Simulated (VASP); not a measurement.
Runs of VASP 6.6.1 on SiO2. The structure is that of space group Fm-3m (No. 225), or close to it. The cells are those of the table. 

| level | cell | k mesh | smearing | grid for exact exchange (PRECFOCK) | share of exact exchange | screening parameter | gap on the mesh (eV) | pressure (GPa) |
| --- | --- | --- | --- | --- | --- | --- | --- | --- |
| PBE | a = 3.247, b = 3.247, c = 3.292 Å, angles 59.5, 59.5, 60.9°, 3 atoms | 10 × 10 × 10 | fermi-dirac 0.02 eV | - | - | - | 1.20 | -4.7 |
| HSE06 | a = 3.134 Å, angles 60.0°, 3 atoms | 6 × 6 × 6 | gaussian 0.01 eV | Normal | 0.25 | 0.2079 1/Å | (a) | 18.5 |
| r2SCAN | a = 3.247, b = 3.247, c = 3.292 Å, angles 59.5, 59.5, 60.9°, 3 atoms | 10 × 10 × 10 | gaussian 0.01 eV | - | - | - | 1.84 | -14.3 |
| PBE | a = 3.134 Å, angles 60.0°, 3 atoms | 10 × 10 × 10 | fermi-dirac 0.02 eV | - | - | - | 2.11 | (b) |
| r2SCAN | a = 3.134 Å, angles 60.0°, 3 atoms | 10 × 10 × 10 | gaussian 0.01 eV | - | - | - | 2.76 | 23.1 |

Alike in all rows: task single point; potentials or basis VASP PAW PBE potentials, release 64 (Si, O); no spin polarisation; cutoff (eV) 520.

Question: Fill in the values left out.

Answer: (a) 3.66; (b) 33.0.

Caveats: the structure was generated, so it needn't be the stable form of SiO2; the cell stands under pressure (at least some runs); the PAW data sets were made with another functional, which shifts forces and pressure a little (at least some runs); the stress differs along the axes, from -14 to 13 GPa (at least some runs); the stress differs along the axes, from -24 to 4 GPa (at least some runs).

A k mesh can miss the band edges.
